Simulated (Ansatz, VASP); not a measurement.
# One calculation of NbC, two programs

File INCAR:

```
PREC = Accurate
ENCUT = 600
EDIFF = 1E-6
ISMEAR = 0
SIGMA = 0.05
LREAL = F
LASPH = T
NELM = 120
ALGO = Normal
ISIF = 2
LWAVE = F
LCHARG = T
GGA = PE
LELF = T
LVHAR = T
NBANDS = 16
GGA_COMPAT = F
```

Contents of KPOINTS:

```
Automatic mesh
0
Gamma
  10 10 10
```

The input POSCAR:

```
NbC
1.0
    0.0000000000      2.2000000000      2.2000000000
    2.2000000000      0.0000000000      2.2000000000
    2.2000000000      2.2000000000      0.0000000000
Nb C
1 1
Direct
    0.0000000000      0.0000000000      0.0000000000
    0.5000000000      0.5000000000      0.5000000000
```

Input for Ansatz:

```yaml
crystal:
  lattice:
    - [0.0, 2.2, 2.2]
    - [2.2, 0.0, 2.2]
    - [2.2, 2.2, 0.0]
  atoms:
    - { symbol: Nb, position: [0.0, 0.0, 0.0] }
    - { symbol: C, position: [0.5, 0.5, 0.5] }
basis:
  ecutwfc: 420
  ecutrho_ratio: 4
kpoints:
  mp_grid: { grid: [10, 10, 10] }
hamiltonian:
  xc: pbe
scf:
  occupations: { method: gaussian, width: 0.05 }
output:
  forces: true
  stress: true
  eigenvalues: true
```

Alike in both runs: task single point; functional PBE; k mesh 10 × 10 × 10; occupations gaussian, width 0.05 eV; no spin polarisation.

```csv
,VASP,Ansatz
version,VASP 6.6.1,Ansatz 0.2.0
potentials or method,"VASP PAW PBE potentials, release 64 (Nb_sv, C), cutoff 600 eV","scalar-relativistic, plane waves, PAW"
valence electrons in the cell,17,17
```

|  | VASP | Ansatz | Ansatz less VASP |
| --- | --- | --- | --- |
| gap on the k mesh at the Fermi level (eV) | none | none | - |
| pressure (GPa) | 18.7 | 19.4 | +0.69 |

A gap of «none» marks a metal or a gap that the smearing closes.
